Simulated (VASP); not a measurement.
Write the native input for VASP 6.6.1 that does the following.

- Task: single point
- Functional: LDA
- Potentials or basis: VASP PAW LDA potentials, release 64 (Cl, Na_pv)
- Cutoff: 520 eV
- k mesh: 8 × 8 × 8
- Occupations: fermi-dirac, width 0.05 eV
- Spin: no spin polarisation
- Dipole correction: no
- Further INCAR settings: ALGO = Normal; EDIFF = 1e-06; NBANDS = 14

The structure of NaCl lies in POSCAR:

```
NaCl
1.0
    3.4548573058      0.0000000000      0.0000000000
    0.0000000000      3.4548573058      0.0000000000
    0.0000000000      0.0000000000      3.4548573058
Cl Na
1 1
Direct
    0.5000000000      0.5000000000      0.5000000000
    0.0000000000      0.0000000000      0.0000000000
```

The input as run:

INCAR

```
PREC     = Accurate       # precision mode
ENCUT    = 520            # plane-wave cutoff, eV
EDIFF    = 1E-6           # SCF threshold, eV
ISMEAR   = -1             # smearing method
SIGMA    = 0.05           # smearing width, eV
LREAL    = False          # projectors in reciprocal space
LASPH    = True           # aspherical terms in the spheres
NELM     = 60             # most SCF steps
ALGO     = Normal         # electronic algorithm
ISIF     = 2              # what is computed and relaxed
LWAVE    = False          # write WAVECAR
LCHARG   = True           # write CHGCAR
LELF     = True           # ELF
LVHAR    = True         
NBANDS   = 14             # bands
```

KPOINTS

```
Automatic mesh
0
Gamma
  8 8 8
```

Potentials or basis: VASP PAW LDA potentials, release 64 (Cl, Na_pv).

Run with:

```sh
$ cat potpaw_LDA.64/Cl/POTCAR potpaw_LDA.64/Na_pv/POTCAR > POTCAR
$ mpirun -np 1 vasp_std > vasp.out
```

Results of the run:

```
Pressure               : -2.2 GPa
Band gap on the k mesh : 3.74 eV, indirect (least direct gap 4.28 eV)
```

Wall time 16 s on 1 thread of AMD EPYC 7R43 64-Core Processor (Zen 3), with other jobs on the host, peak memory 0.1 GiB.
